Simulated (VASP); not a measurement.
Here is a VASP 6.6.1 calculation.

Contents of INCAR:

```
SYSTEM = PtSe2
ALGO = Normal
EDIFF = 1E-6
EDIFFG = -0.01
ENCUT = 520
GGA = PE
IBRION = 2
ISIF = 2
ISMEAR = 0
IVDW = 12
LASPH = .True.
LCHARG = .False.
LREAL = .False.
LWAVE = .False.
NELM = 100
NSW = 60
PREC = Accurate
SIGMA = 0.05
```

File KPOINTS:

```
k-points
0
Gamma
  10 10 8
  0 0 0
```

Contents of POSCAR:

```
PtSe2
1.0
    3.7240000000      0.0000000000      0.0000000000
   -1.8620000000      3.2250786037      0.0000000000
    0.0000000000      0.0000000000      5.0620000000
Pt Se
1 2
Direct
    0.0000000000      0.0000000000      0.0000000000
    0.3333333333      0.6666666667      0.2653814772
    0.6666666667      0.3333333333      0.7346185228
```

Potentials or basis: VASP PAW PBE potentials, release 64 (Pt, Se).

The run is started by

```console
$ cat potpaw_PBE.64/Pt/POTCAR potpaw_PBE.64/Se/POTCAR > POTCAR
$ mpirun -np 1 vasp_std > vasp.out
```

**Question.** Predict the dispersion energy per atom.

**Answer.** -0.478 eV.

**Question.** Predict the energy gained by relaxing.

**Answer.** 3.0 meV/atom.

**Question.** Predict the band gap on the k mesh.

**Answer.** Zero (bands 11 and 12 overlap by 0.61 eV).

Step by step:
| step | energy change (eV) | largest force (eV/Å) | pressure (GPa) |
| --- | --- | --- | --- |
| 1 | 0.0000 | 0.3204 | -1.25 |
| 2 | -0.0073 | 0.1462 | -0.42 |
| 3 | -0.0091 | 0.0072 | 0.27 |

Caveat: spin-orbit coupling is left out, which moves the levels of the heavy elements.
